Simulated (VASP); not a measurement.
# TiC in VASP: further runs

TiC is run at these levels: r2SCAN; tasks: single point.

All numbers are computed with VASP 6.6.1; they aren't measurements. Logs are shortened: lines on timing, memory, paths and dates and some standing lists are left out, and cuts for length are marked.

## 1. The cell of the first run

It takes space group Fm-3m (No. 225, cubic). The conventional cell has a = 4.458 Å, b = 4.458 Å, c = 4.458 Å, α = 90.00°, β = 90.00°, γ = 90.00°. Ti (site symmetry m-3m) has 6 C at 2.23 Å within 2.9 Å. C (site symmetry m-3m) has 6 Ti at 2.23 Å within 2.9 Å.

## 2. Single point, r2SCAN (strain +0.030 along x and y, +0.030 along z)

Contents of POSCAR:

```
TiC
1.0
    0.0000000000      2.2289200000      2.2289200000
    2.2289200000      0.0000000000      2.2289200000
    2.2289200000      2.2289200000      0.0000000000
Ti C
1 1
Direct
    0.0000000000      0.0000000000      0.0000000000
    0.5000000000      0.5000000000      0.5000000000
```

Contents of INCAR.step1:

```
PREC = Accurate
ENCUT = 520
ISMEAR = 0
SIGMA = 0.15
LREAL = F
LASPH = T
NELM = 80
NBANDS = 15
GGA = PE
ALGO = Normal
EDIFF = 1E-4
LWAVE = T
LCHARG = F
```

Contents of INCAR.step2:

```
PREC = Accurate
ENCUT = 520
EDIFF = 1E-6
ISMEAR = 0
SIGMA = 0.15
LREAL = F
LASPH = T
NELM = 80
ALGO = Normal
ISIF = 2
LWAVE = F
LCHARG = F
METAGGA = R2SCAN
LMIXTAU = T
NBANDS = 15
ISTART = 1
```

Contents of KPOINTS:

```
Automatic mesh
0
Gamma
  18 18 18
```

Potentials or basis: VASP PAW PBE potentials, release 64 (Ti_sv, C).

Started as:

```bash
$ cat potpaw_PBE.64/Ti_sv/POTCAR potpaw_PBE.64/C/POTCAR > POTCAR
$ cp INCAR.step1 INCAR
$ mpirun -np 1 vasp_std > vasp.out
$ cp INCAR.step2 INCAR
$ mpirun -np 1 vasp_std > vasp.out
```

OUTCAR:

```text
PREC = Accurate
   ENCUT = 520
   EDIFF = 1E-6
   ISMEAR = 0
   LREAL = F
   LASPH = T
   NELM = 80
   ISIF = 2
   METAGGA = R2SCAN
   ISTART = 1

 ion  position               nearest neighbor table
   1  0.000  0.000  0.000-   2 2.23   2 2.23   2 2.23   2 2.23   2 2.23   2 2.23
   2  0.500  0.500  0.500-   1 2.23   1 2.23   1 2.23   1 2.23   1 2.23   1 2.23

  LATTYP: Found a face centered cubic cell.
 ALAT       =     4.4578400000

  Lattice vectors:

 A1 = (   0.0000000000,   2.2289200000,   2.2289200000)
 A2 = (   2.2289200000,   0.0000000000,   2.2289200000)
 A3 = (   2.2289200000,   2.2289200000,   0.0000000000)

Analysis of symmetry for initial positions (statically):
=====================================================================
 Subroutine PRICEL returns:
 Original cell was already a primitive cell.

 Routine SETGRP: Setting up the symmetry group for a
 face centered cubic supercell.

 Subroutine GETGRP returns: Found 48 space group operations
 (whereof 48 operations were pure point group operations)
 out of a pool of 48 trial point group operations.

The static configuration has the point symmetry O_h .

Analysis of symmetry for dynamics (positions and initial velocities):
=====================================================================
 Subroutine PRICEL returns:
 Original cell was already a primitive cell.

 Routine SETGRP: Setting up the symmetry group for a
 face centered cubic supercell.

 Subroutine GETGRP returns: Found 48 space group operations
 (whereof 48 operations were pure point group operations)
 out of a pool of 48 trial point group operations.

The dynamic configuration has the point symmetry O_h .

 Subroutine INISYM returns: Found 48 space group operations
 (whereof 48 operations are pure point group operations),
 and found     1 'primitive' translations

----------------------------------------------------------------------------------------

                                     Primitive cell

  volume of cell :      22.1469

  direct lattice vectors                    reciprocal lattice vectors
     0.000000000  2.228920000  2.228920000    -0.224323888  0.224323888  0.224323888
     2.228920000  0.000000000  2.228920000     0.224323888 -0.224323888  0.224323888
     2.228920000  2.228920000  0.000000000     0.224323888  0.224323888 -0.224323888

  length of vectors
     3.152168893  3.152168893  3.152168893     0.388540371  0.388540371  0.388540371

  position of ions in fractional coordinates (direct lattice)
     0.000000000  0.000000000  0.000000000
     0.500000000  0.500000000  0.500000000

  ion indices of the primitive-cell ions
   primitive index   ion index
                 1           1
                 2           2

----------------------------------------------------------------------------------------

 KPOINTS: Automatic mesh

Automatic generation of k-mesh.
 Grid dimensions read from file:
 generate k-points for:   18   18   18

 Generating k-lattice:

  Cartesian coordinates                     Fractional coordinates (reciprocal lattice)
    -0.012462438  0.012462438  0.012462438     0.055555556  0.000000000  0.000000000
     0.012462438 -0.012462438  0.012462438     0.000000000  0.055555556  0.000000000
     0.012462438  0.012462438 -0.012462438     0.000000000  0.000000000  0.055555556

  Length of vectors
     0.021585576  0.021585576  0.021585576

  Shift w.r.t. Gamma in fractional coordinates (k-lattice)
     0.000000000  0.000000000  0.000000000

 Subroutine IBZKPT returns following result:
 ===========================================

 Found    195 irreducible k-points:

 Following reciprocal coordinates:
            Coordinates               Weight
  0.000000  0.000000  0.000000      1.000000
  0.055556  0.000000  0.000000      8.000000
  0.111111  0.000000  0.000000      8.000000
  0.166667  0.000000  0.000000      8.000000
  0.222222  0.000000  0.000000      8.000000
  0.277778  0.000000  0.000000      8.000000
[... 16 lines left out ...]
 -0.277778  0.055556  0.000000     24.000000
 -0.222222  0.055556  0.000000     24.000000
 [... further k-points ...]
   k-points           NKPTS =    195   k-points in BZ     NKDIM =    195   number of bands    NBANDS=     15
   number of dos      NEDOS =    301   number of ions     NIONS =      2
   total plane-waves  NPLWV =  13824
   dimension x,y,z NGX =    24 NGY =   24 NGZ =   24
   dimension x,y,z NGXF=    48 NGYF=   48 NGZF=   48
   ions per type =               1   1
   NGX,Y,Z   is equivalent  to a cutoff of  12.66, 12.66, 12.66 a.u.
   NGXF,Y,Z  is equivalent  to a cutoff of  25.32, 25.32, 25.32 a.u.
 SYSTEM =  unknown system
   PREC   = accura    normal or accurate (medium, high low for compatibility)
   ISTART =      1    job   : 0-new  1-cont  2-samecut
   ICHARG =      0    charge: 1-file 2-atom 10-const
   ISPIN  =      1    spin polarized calculation?
   LNONCOLLINEAR =      F non collinear calculations
   LSORBIT =      F    spin-orbit coupling
   LASPH  =      T    aspherical Exc in radial PAW
   ENCUT  =  520.0 eV  38.22 Ry    6.18 a.u.   5.86  5.86  5.86*2*pi/ulx,y,z
   NELM   =     80;   NELMIN=  2; NELMDL=  0     # of ELM steps
   EDIFF  = 0.1E-05   stopping-criterion for ELM
   LREAL  =      F    real-space projection
   EDIFFG = 0.1E-04   stopping-criterion for IOM
   NSW    =      0    number of steps for IOM
   IBRION =     -1    ionic relax: 0-MD 1-quasi-New 2-CG
   NFREE  =      0    steps in history (QN), initial steepest desc. (CG)
   ISIF   =      2    stress and relaxation
   ISYM   =      2    0-nonsym 1-usesym 2-fastsym
   POTIM  = 0.5000    time-step for ionic-motion
   TEBEG  =    0.0;   TEEND  =   0.0 temperature during run
   PSTRESS=    0.0 pullay stress
   NELECT =      16.0000    total number of electrons
   NUPDOWN=      -1.0000    fix difference up-down
   EMIN   =  10.00;   EMAX   =-10.00  energy-range for DOS
   EFERMI =   0.00;   METHOD = LEGACY
   ISMEAR =     0;   SIGMA  =   0.15  broadening in eV -4-tet -1-fermi 0-gaus
   EFERMI_NEDOS =   21; number of points for ismear=-14 and -15
   IALGO  =     38    algorithm
   IMIX   =      4    mixing-type and parameters
     AMIX     =   0.40;   BMIX     =  1.00
     AMIX_MAG =   1.60;   BMIX_MAG =  1.00
  volume/ion in A,a.u.               =      11.07        74.73
  Fermi-wavevector in a.u.,A,eV,Ry     =   1.468961  2.775934 29.359294  2.157847
  Thomas-Fermi vector in A             =   2.584396
   LORBIT       =      0    0 simple, 1 ext, 2 COOP (PROOUT), +10 PAW based schemes
   METAGGA = R2SCAN    functional components
   LHFCALC =     F    Hartree Fock is set to
   AEXX    =    0.0000 exact exchange contribution
   IVDW    =     0    specifies the selected vdW correction
   LEPSILON=     F    determine dielectric tensor
   LRPA    =     F    only Hartree local field effects (RPA)
 non-spin polarized calculation
 Gauss-broadening in eV      SIGMA  =   0.15
  energy-cutoff  :      520.00
  volume of cell :       22.15
 maximum number of plane-waves:       609
   NGX = 11   NGY = 11   NGZ = 11

 number of electron      16.0000004 magnetization

 Free energy of the ion-electron system (eV)
  ---------------------------------------------------
  ext. energy  EPLUGINS =         0.00000000
  ---------------------------------------------------
  free energy    TOTEN  =       -24.75839998 eV

  energy without entropy =      -24.75551984  energy(sigma->0) =      -24.75695991

 E-fermi :   8.5145     XC(G=0): -13.0957

 val. band max:        8.4710191359   @ k =   0.5000   0.4444   0.0000
 cond. band min:       8.5423654873   @ k =   0.1111   0.0556   0.0000
 fundamental gap:      0.0713463514
 Fermi energy:         8.5145310233

 k-point     1 :       0.0000    0.0000    0.0000
  band No.  band energies     occupation
      1     -50.7469      2.00000
      2     -25.7596      2.00000
      3     -25.7596      2.00000
      4     -25.7596      2.00000
      5      -4.2867      2.00000
      6       9.3192      0.00000
      7       9.3192      0.00000
      8       9.3192      0.00000
      9      10.0267      0.00000
     10      10.0267      0.00000
     11      10.0625      0.00000
     12      10.0625      0.00000
     13      10.0625      0.00000
     14      18.4327      0.00000
     15      22.9911      0.00000

 k-point     2 :       0.0556    0.0000    0.0000
  band No.  band energies     occupation
      1     -50.7453      2.00000
      2     -25.7710      2.00000
      3     -25.7607      2.00000
      4     -25.7606      2.00000
      5      -4.2224      2.00000
      6       8.9154      0.00016
      7       9.0739      0.00000
      8       9.0740      0.00000
      9       9.5258      0.00000
     10       9.5258      0.00000
     11      10.2954      0.00000
     12      10.9022      0.00000
     13      10.9023      0.00000
     14      18.5761      0.00000
     15      22.9666      0.00000

 k-point     3 :       0.1111    0.0000    0.0000
  band No.  band energies     occupation
      1     -50.7410      2.00000
      2     -25.8039      2.00000
      3     -25.7638      2.00000
      4     -25.7637      2.00000
      5      -4.0323      2.00000
      6       8.1452      1.99950
      7       8.3611      1.85209
      8       8.3611      1.85205
      9       9.6111      0.00000
     10       9.6112      0.00000
     11      10.6000      0.00000
     12      11.8036      0.00000
     13      11.8036      0.00000
     14      18.9445      0.00000
     15      22.8489      0.00000

 k-point     4 :       0.1667    0.0000    0.0000
  band No.  band energies     occupation
      1     -50.7343      2.00000
      2     -25.8540      2.00000
      3     -25.7685      2.00000
      4     -25.7685      2.00000
      5      -3.7257      2.00000
      6       7.2386      2.00000
      7       7.6768      2.00000
      8       7.6768      2.00000
      9       9.8233      0.00000
     10       9.8233      0.00000
     11      10.8559      0.00000
     12      12.7087      0.00000
     13      12.7087      0.00000
     14      19.3487      0.00000
     15      22.6382      0.00000
[... 307 lines left out ...]
 k-point    22 :      -0.3333    0.0556    0.0000
  band No.  band energies     occupation
      1     -50.7058      2.00000
      2     -26.0542      2.00000
      3     -25.8006      2.00000
      4     -25.7847      2.00000
      5      -2.0964      2.00000
      6       4.1350      2.00000
      7       5.9880      2.00000
      8       6.1371      2.00000
      9      10.7180      0.00000
     10      10.9466      0.00000
     11      11.8429      0.00000
     12      14.8092      0.00000
     13      15.6553      0.00000
     14      18.1881      0.00000
     15      23.6401      0.00000

 k-point    23 :      -0.2778    0.0556    0.0000
  band No.  band energies     occupation
      1     -50.7135      2.00000
      2     -25.9990      2.00000
      3     -25.7957      2.00000
      4     -25.7781      2.00000
      5      -2.6231      2.00000
      6       4.9745      2.00000
      7       6.3104      2.00000
      8       6.5258      2.00000
      9      10.3873      0.00000
     10      10.6700      0.00000
     11      11.5594      0.00000
     12      14.1184      0.00000
     13      15.0732      0.00000
     14      18.9357      0.00000
     15      23.1016      0.00000

 k-point    24 :      -0.2222    0.0556    0.0000
  band No.  band energies     occupation
      1     -50.7221      2.00000
      2     -25.9372      2.00000
      3     -25.7893      2.00000
      4     -25.7716      2.00000
      5      -3.1212      2.00000
      6       5.8776      2.00000
      7       6.7389      2.00000
      8       7.0126      2.00000
      9      10.0599      0.00000
     10      10.3827      0.00000
     11      11.2999      0.00000
     12      13.3405      0.00000
     13      14.3388      0.00000
     14      19.4913      0.00000
     15      22.6180      0.00000

 [... further k-points ...]

------------------------ aborting loop because EDIFF is reached ----------------------------------------

  FORCE on cell =-STRESS in cart. coord.  units (eV):
  Direction    XX          YY          ZZ          XY          YZ          ZX
  --------------------------------------------------------------------------------------
  -------------------------------------------------------------------------------------
  Total       -2.5923311     -2.5923311     -2.5923311      0.0000000      0.0000000     -0.0000000
  in kB     -187.5372782   -187.5372782   -187.5372782      0.0000000      0.0000000     -0.0000000
  external PRESSURE =    -187.5372782 kB  Pullay stress =       0.0000000 kB

 VOLUME and BASIS-vectors are now :
 -----------------------------------------------------------------------------
  energy-cutoff  :      520.00
  volume of cell :       22.15
      direct lattice vectors                 reciprocal lattice vectors
     0.000000000  2.228920000  2.228920000    -0.224323888  0.224323888  0.224323888
     2.228920000  0.000000000  2.228920000     0.224323888 -0.224323888  0.224323888
     2.228920000  2.228920000  0.000000000     0.224323888  0.224323888 -0.224323888

 POSITION                                       TOTAL-FORCE (eV/Angst)
 -----------------------------------------------------------------------------------
      0.00000      0.00000      0.00000        -0.000000      0.000000      0.000000
      2.22892      2.22892      2.22892         0.000000     -0.000000     -0.000000
 -----------------------------------------------------------------------------------
    total drift:                                0.000000     -0.000000     -0.000000

  FREE ENERGIE OF THE ION-ELECTRON SYSTEM (eV)
  ---------------------------------------------------
  free  energy   TOTEN  =       -24.7583999815 eV

  energy  without entropy=      -24.7555198359  energy(sigma->0) =      -24.75695991
```

Wall time 75 s (1 thread of Intel Xeon 6975P-C (Granite Rapids), shared host); peak memory 0.19 GiB.

What came out:

```yaml
Free_energy: -24.7584 eV
Pressure: -18.8 GPa
Band_gap_on_the_k_mesh: zero (band 8 reaches 9.32 eV, above the bottom of band 9 at 8.05 eV)
```

Caveat: the cell differs from its parent crystal (strain +0.030 along x and y, +0.030 along z); the PAW data sets were made with another functional, which shifts forces and pressure a little.

(Continued in part 2 of 2.)
